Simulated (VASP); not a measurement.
Input of a VASP 6.6.1 run:

The input POSCAR:

```
V
1.0
   -1.5143500000      1.5143500000      1.5143500000
    1.5143500000     -1.5143500000      1.5143500000
    1.5143500000      1.5143500000     -1.5143500000
V
1
Direct
    0.0000000000      0.0000000000      0.0000000000
```

Contents of INCAR.step1:

```
ALGO = Normal ; EDIFF = 1E-6
ENCUT = 520 ; GGA = CA
ISIF = 2 ; ISMEAR = -1
ISPIN = 2 ; LASPH = T
LCHARG = T ; LMAXMIX = 4
LREAL = F ; LWAVE = F
MAGMOM = 2 ; NBANDS = 16
NELM = 150 ; PREC = Accurate
SIGMA = 0.08
```

The input KPOINTS.step1:

```
k-points
0
Gamma
  15 15 15
```

Contents of INCAR.step2:

```
ALGO = Normal ; EDIFF = 1E-6
ENCUT = 520 ; GGA = CA
ICHARG = 11 ; ISIF = 2
ISMEAR = -5 ; ISPIN = 2
LASPH = T ; LCHARG = F
LMAXMIX = 4 ; LORBIT = 11
LREAL = F ; LWAVE = F
MAGMOM = 2 ; NEDOS = 1001
NELM = 150 ; PREC = Accurate
SIGMA = 0.08
```

Contents of KPOINTS.step2:

```
k-points
0
Gamma
  23 23 23
```

Potentials or basis: VASP PAW LDA potentials, release 64 (V_sv).

The run is started by

```console
$ cat potpaw_LDA.64/V_sv/POTCAR > POTCAR
$ cp INCAR.step1 INCAR
$ cp KPOINTS.step1 KPOINTS
$ mpirun -np 1 vasp_std > vasp.out
$ cp INCAR.step2 INCAR
$ cp KPOINTS.step2 KPOINTS
$ mpirun -np 1 vasp_std > vasp.out
```

Q: Estimate the net moment.

A: 0.00 μB per cell.
